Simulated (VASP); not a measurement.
# Si2MoN4 in VASP: single point with PBE

Aim: the single point of Si2MoN4 with PBE.

Program: VASP 6.6.1. These are calculated values, not measurements. Logs are shortened: lines on timing, memory, paths and dates and some standing lists are left out, and cuts for length are marked.

### 1 The cell of the first run

The cell holds a sheet with vacuum, 7 atoms: a = 2.909 Å, b = 2.909 Å, c = 37.800 Å, α = 90.00°, β = 90.00°, γ = 120.00°.

### 2 Single point, PBE

INCAR reads:

```
  ALGO = Normal
  DIPOL = 0.5 0.5 0.278
  EDIFF = 1E-6
  ENCUT = 520
  GGA = PE
  GGA_COMPAT = False
  IDIPOL = 3
  ISIF = 2
  ISMEAR = 0
  LASPH = True
  LCHARG = False
  LDIPOL = True
  LREAL = False
  LWAVE = False
  NBANDS = 30
  NELM = 120
  NELMDL = -8
  PREC = Accurate
  SIGMA = 0.03
```

KPOINTS reads:

```
k-points
0
Gamma
  18 18 1
```

POSCAR reads:

```
Si2MoN4
1.0
    2.9094747295      0.0000000000      0.0000000000
   -1.4547373648      2.5196790274      0.0000000000
    0.0000000000      0.0000000000     37.8000000028
N Si Mo
4 2 1
Direct
    0.3333333333      0.6666666667      0.1851363795
    0.6666666667      0.3333333333      0.2448104938
    0.6666666667      0.3333333333      0.3107450617
    0.3333333333      0.6666666667      0.3704191760
    0.6666666667      0.3333333333      0.1985743411
    0.6666666667      0.3333333333      0.3569812144
    0.0000000000      0.0000000000      0.2777777778
```

Potentials or basis: VASP PAW PBE potentials, release 64 (N, Si, Mo_sv).

Run with:

```sh
cat potpaw_PBE.64/N/POTCAR potpaw_PBE.64/Si/POTCAR potpaw_PBE.64/Mo_sv/POTCAR > POTCAR
mpirun -np 1 vasp_std > vasp.out
```

OUTCAR:

```text
EDIFF = 1E-6
   ENCUT = 520
   GGA = PE
   ISIF = 2
   ISMEAR = 0
   LASPH = True
   LREAL = False
   NELM = 120
   NELMDL = -8
   PREC = Accurate

 ion  position               nearest neighbor table
   1  0.333  0.667  0.185-   5 1.75   5 1.75   5 1.75
   2  0.667  0.333  0.245-   5 1.75   7 2.09   7 2.09   7 2.09
   3  0.667  0.333  0.311-   6 1.75   7 2.09   7 2.09   7 2.09
   4  0.333  0.667  0.370-   6 1.75   6 1.75   6 1.75
   5  0.667  0.333  0.199-   2 1.75   1 1.75   1 1.75   1 1.75
   6  0.667  0.333  0.357-   3 1.75   4 1.75   4 1.75   4 1.75
   7  0.000  0.000  0.278-   3 2.09   3 2.09   3 2.09   2 2.09   2 2.09   2 2.09

  LATTYP: Found a hexagonal cell.
 ALAT       =     2.9094747295
 C/A-ratio  =    12.9920358543

  Lattice vectors:

 A1 = (   2.9094747295,   0.0000000000,   0.0000000000)
 A2 = (  -1.4547373648,   2.5196790274,   0.0000000000)
 A3 = (   0.0000000000,   0.0000000000,  37.8000000028)

Analysis of symmetry for initial positions (statically):
=====================================================================
 Subroutine PRICEL returns:
 Original cell was already a primitive cell.

 Routine SETGRP: Setting up the symmetry group for a
 hexagonal supercell.

 Subroutine GETGRP returns: Found 12 space group operations
 (whereof  6 operations were pure point group operations)
 out of a pool of 24 trial point group operations.

The static configuration has the point symmetry C_3v.
 The point group associated with its full space group is D_3h.

Analysis of symmetry for dynamics (positions and initial velocities):
=====================================================================
 Subroutine PRICEL returns:
 Original cell was already a primitive cell.

 Routine SETGRP: Setting up the symmetry group for a
 hexagonal supercell.

 Subroutine GETGRP returns: Found 12 space group operations
 (whereof  6 operations were pure point group operations)
 out of a pool of 24 trial point group operations.

The dynamic configuration has the point symmetry C_3v.
 The point group associated with its full space group is D_3h.

 Subroutine INISYM returns: Found 12 space group operations
 (whereof  6 operations are pure point group operations),
 and found     1 'primitive' translations

----------------------------------------------------------------------------------------

                                     Primitive cell

  volume of cell :     277.1096

  direct lattice vectors                    reciprocal lattice vectors
     2.909474729  0.000000000  0.000000000     0.343704652  0.198437973  0.000000000
    -1.454737365  2.519679027  0.000000000     0.000000000  0.396875947  0.000000000
     0.000000000  0.000000000 37.800000003     0.000000000  0.000000000  0.026455026

  length of vectors
     2.909474729  2.909474730 37.800000003     0.396875947  0.396875947  0.026455026

  position of ions in fractional coordinates (direct lattice)
     0.333333333  0.666666667  0.185136380
     0.666666667  0.333333333  0.244810494
     0.666666667  0.333333333  0.310745062
     0.333333333  0.666666667  0.370419176
     0.666666667  0.333333333  0.198574341
     0.666666667  0.333333333  0.356981214
     0.000000000  0.000000000  0.277777778

  ion indices of the primitive-cell ions
   primitive index   ion index
                 1           1
                 2           2
                 3           3
                 4           4
                 5           5
                 6           6
                 7           7

----------------------------------------------------------------------------------------

 KPOINTS: k-points

Automatic generation of k-mesh.
 Grid dimensions read from file:
 generate k-points for:   18   18    1

 Generating k-lattice:

  Cartesian coordinates                     Fractional coordinates (reciprocal lattice)
     0.019094703  0.011024332  0.000000000     0.055555556  0.000000000  0.000000000
     0.000000000  0.022048664  0.000000000     0.000000000  0.055555556  0.000000000
     0.000000000  0.000000000  0.026455026     0.000000000  0.000000000  1.000000000

  Length of vectors
     0.022048664  0.022048664  0.026455026

  Shift w.r.t. Gamma in fractional coordinates (k-lattice)
     0.000000000  0.000000000  0.000000000

 Subroutine IBZKPT returns following result:
 ===========================================

 Found     37 irreducible k-points:

 Following reciprocal coordinates:
            Coordinates               Weight
  0.000000  0.000000  0.000000      1.000000
  0.055556 -0.000000  0.000000      6.000000
  0.111111 -0.000000  0.000000      6.000000
  0.166667 -0.000000  0.000000      6.000000
  0.222222 -0.000000  0.000000      6.000000
  0.277778 -0.000000  0.000000      6.000000
[... 16 lines left out ...]
  0.333333  0.111111  0.000000     12.000000
  0.388889  0.111111  0.000000     12.000000
 [... further k-points ...]
   k-points           NKPTS =     37   k-points in BZ     NKDIM =     37   number of bands    NBANDS=     30
   number of dos      NEDOS =    301   number of ions     NIONS =      7
   total plane-waves  NPLWV = 165888
   dimension x,y,z NGX =    24 NGY =   24 NGZ =  288
   dimension x,y,z NGXF=    48 NGYF=   48 NGZF=  576
   ions per type =               4   2   1
   NGX,Y,Z   is equivalent  to a cutoff of  13.71, 13.71, 12.67 a.u.
   NGXF,Y,Z  is equivalent  to a cutoff of  27.43, 27.43, 25.33 a.u.
 SYSTEM =  unknown system
   PREC   = accura    normal or accurate (medium, high low for compatibility)
   ISTART =      0    job   : 0-new  1-cont  2-samecut
   ICHARG =      2    charge: 1-file 2-atom 10-const
   ISPIN  =      1    spin polarized calculation?
   LNONCOLLINEAR =      F non collinear calculations
   LSORBIT =      F    spin-orbit coupling
   LASPH  =      T    aspherical Exc in radial PAW
   ENCUT  =  520.0 eV  38.22 Ry    6.18 a.u.   5.41  5.41 70.28*2*pi/ulx,y,z
   NELM   =    120;   NELMIN=  2; NELMDL= -8     # of ELM steps
   EDIFF  = 0.1E-05   stopping-criterion for ELM
   LREAL  =      F    real-space projection
   EDIFFG = 0.1E-04   stopping-criterion for IOM
   NSW    =      0    number of steps for IOM
   IBRION =     -1    ionic relax: 0-MD 1-quasi-New 2-CG
   NFREE  =      0    steps in history (QN), initial steepest desc. (CG)
   ISIF   =      2    stress and relaxation
   ISYM   =      2    0-nonsym 1-usesym 2-fastsym
   POTIM  = 0.5000    time-step for ionic-motion
   TEBEG  =    0.0;   TEEND  =   0.0 temperature during run
   PSTRESS=    0.0 pullay stress
   NELECT =      42.0000    total number of electrons
   NUPDOWN=      -1.0000    fix difference up-down
   EMIN   =  10.00;   EMAX   =-10.00  energy-range for DOS
   EFERMI =   0.00;   METHOD = LEGACY
   ISMEAR =     0;   SIGMA  =   0.03  broadening in eV -4-tet -1-fermi 0-gaus
   EFERMI_NEDOS =   21; number of points for ismear=-14 and -15
   IALGO  =     38    algorithm
   IMIX   =      4    mixing-type and parameters
     AMIX     =   0.40;   BMIX     =  1.00
     AMIX_MAG =   1.60;   BMIX_MAG =  1.00
  volume/ion in A,a.u.               =      39.59       267.15
  Fermi-wavevector in a.u.,A,eV,Ry     =   0.872852  1.649452 10.365884  0.761871
  Thomas-Fermi vector in A             =   1.992160
   LORBIT       =      0    0 simple, 1 ext, 2 COOP (PROOUT), +10 PAW based schemes
   GGA     = PE    functional components
   LHFCALC =     F    Hartree Fock is set to
   AEXX    =    0.0000 exact exchange contribution
   IVDW    =     0    specifies the selected vdW correction
   LEPSILON=     F    determine dielectric tensor
   LRPA    =     F    only Hartree local field effects (RPA)
 non-spin polarized calculation
 Gauss-broadening in eV      SIGMA  =   0.03
  energy-cutoff  :      520.00
  volume of cell :      277.11
 maximum number of plane-waves:      7593
 NGX is ok and might be reduce to    24
   NGX = 11   NGY = 11   NGZ =141

 number of electron      42.0000000 magnetization

 dipolmoment           0.000000      0.000000      0.000000 electrons x Angstroem

 Free energy of the ion-electron system (eV)
  ---------------------------------------------------
  ext. energy  EPLUGINS =         0.00000000
  ---------------------------------------------------
  free energy    TOTEN  =       -61.73367111 eV

  energy without entropy =      -61.73367111  energy(sigma->0) =      -61.73367111

 E-fermi :  -1.5757     XC(G=0):  -3.3174

 val. band max:       -1.7101274026   @ k =   0.0000   0.0000   0.0000
 cond. band min:       0.0210439813   @ k =   0.3333   0.3333   0.0000
 fundamental gap:      1.7311713838
 Fermi energy:        -1.5757121406

 k-point     1 :       0.0000    0.0000    0.0000
  band No.  band energies     occupation
      1     -63.0905      2.00000
      2     -37.2011      2.00000
      3     -36.8050      2.00000
      4     -36.8050      2.00000
      5     -20.4433      2.00000
      6     -20.3451      2.00000
[... 22 lines left out ...]
     29       3.4521      0.00000
     30       3.6987      0.00000

 k-point     2 :       0.0556   -0.0000    0.0000
  band No.  band energies     occupation
      1     -63.0870      2.00000
      2     -37.1954      2.00000
      3     -36.8336      2.00000
      4     -36.8111      2.00000
      5     -20.3925      2.00000
      6     -20.2965      2.00000
[... 22 lines left out ...]
     29       3.5421      0.00000
     30       3.7744      0.00000

 k-point     3 :       0.1111   -0.0000    0.0000
  band No.  band energies     occupation
      1     -63.0769      2.00000
      2     -37.1790      2.00000
      3     -36.9153      2.00000
      4     -36.8287      2.00000
      5     -20.2417      2.00000
      6     -20.1524      2.00000
[... 682 lines left out ...]
     29       5.7169      0.00000
     30       6.4368      0.00000

 k-point    24 :       0.3889    0.1111    0.0000
  band No.  band energies     occupation
      1     -62.9729      2.00000
      2     -37.6460      2.00000
      3     -37.0647      2.00000
      4     -37.0089      2.00000
      5     -17.9485      2.00000
      6     -17.9342      2.00000
[... 22 lines left out ...]
     29       5.9287      0.00000
     30       6.7650      0.00000

 [... further k-points ...]

------------------------ aborting loop because EDIFF is reached ----------------------------------------

 vacuum level on the upper side and lower side of the slab       (xc-potential included)        -0.007        -0.007

  FORCE on cell =-STRESS in cart. coord.  units (eV):
  Direction    XX          YY          ZZ          XY          YZ          ZX
  --------------------------------------------------------------------------------------
  -------------------------------------------------------------------------------------
  Total        0.0213998      0.0213998     -0.0028300     -0.0000000     -0.0000000      0.0000000
  in kB        0.1237279      0.1237279     -0.0163623     -0.0000000     -0.0000000      0.0000000
  external PRESSURE =       0.0770312 kB  Pullay stress =       0.0000000 kB

 VOLUME and BASIS-vectors are now :
 -----------------------------------------------------------------------------
  energy-cutoff  :      520.00
  volume of cell :      277.11
      direct lattice vectors                 reciprocal lattice vectors
     2.909474729  0.000000000  0.000000000     0.343704652  0.198437973  0.000000000
    -1.454737365  2.519679027  0.000000000     0.000000000  0.396875947  0.000000000
     0.000000000  0.000000000 37.800000003     0.000000000  0.000000000  0.026455026

 POSITION                                       TOTAL-FORCE (eV/Angst)
 -----------------------------------------------------------------------------------
     -0.00000      1.67979      6.99816         0.000000     -0.000000      0.013882
      1.45474      0.83989      9.25384        -0.000000      0.000000     -0.036054
      1.45474      0.83989     11.74616        -0.000000      0.000000      0.036054
     -0.00000      1.67979     14.00184         0.000000      0.000000     -0.013882
      1.45474      0.83989      7.50611        -0.000000      0.000000     -0.011885
      1.45474      0.83989     13.49389        -0.000000      0.000000      0.011885
      0.00000      0.00000     10.50000        -0.000000      0.000000      0.000000
 -----------------------------------------------------------------------------------
    total drift:                                0.000000     -0.000000      0.000010

  FREE ENERGIE OF THE ION-ELECTRON SYSTEM (eV)
  ---------------------------------------------------
  free  energy   TOTEN  =       -61.7336711144 eV

  energy  without entropy=      -61.7336711144  energy(sigma->0) =      -61.73367111

 vacuum level on the upper side and lower side of the slab         3.642         3.642
```

It took 16 min on 1 thread of Oxide Virtual Turin-like, shared host; peak memory 0.56 GiB.

What came out:

- Free energy: -61.7337 eV
- Largest force: 0.036 eV/Å
- Band gap on the k mesh: 1.73 eV (least direct gap 2.05 eV)

Forces on the atoms (eV/Å):
```
N    0.000  0.000  0.014
N    0.000  0.000 -0.036
N    0.000  0.000  0.036
N    0.000  0.000 -0.014
Si   0.000  0.000 -0.012
Si   0.000  0.000  0.012
Mo   0.000  0.000  0.000
```
